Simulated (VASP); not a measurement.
Here is a VASP 6.6.1 calculation.

The input INCAR:

```
PREC     = Accurate       # precision mode
ENCUT    = 520            # plane-wave cutoff, eV
EDIFF    = 1E-6           # SCF threshold, eV
ISMEAR   = 0              # smearing method
SIGMA    = 0.1            # smearing width, eV
LREAL    = F              # projectors in reciprocal space
LASPH    = T              # aspherical terms in the spheres
NELM     = 80             # most SCF steps
ALGO     = Normal         # electronic algorithm
ISIF     = 2              # what is computed and relaxed
LWAVE    = F              # write WAVECAR
LCHARG   = T              # write CHGCAR
GGA      = PE             # functional
LELF     = T              # ELF
LVHAR    = T            
NBANDS   = 22             # bands
```

The input KPOINTS:

```
Automatic mesh
0
Gamma
  6 6 4
```

The input POSCAR:

```
BiRu
1.0
    3.2685410515      0.0000000000      0.0000000000
    0.0000000000      3.2685410515      0.0000000000
    0.0000000000      0.0000000000      4.2841234497
Bi Ru
1 1
Direct
    0.5000000000      0.5000000000      0.5000000000
    0.0000000000      0.0000000000      0.0000000000
```

Potentials or basis: VASP PAW PBE potentials, release 64 (Bi_d, Ru_pv).

Command:

```bash
$ cat potpaw_PBE.64/Bi_d/POTCAR potpaw_PBE.64/Ru_pv/POTCAR > POTCAR
$ mpirun -np 1 vasp_std > vasp.out
```

(1) Estimate the pressure.

(2) What does it give for the band gap on the k mesh?

Results:

(1) -12.3 GPa.

(2) zero (an odd number of electrons rules out a gap without spin polarisation).

Caveat: the k points lie up to 0.37 Å⁻¹ apart, too coarse for converged energies and pressures of a metal; spin-orbit coupling is left out, which moves the levels of the heavy elements.
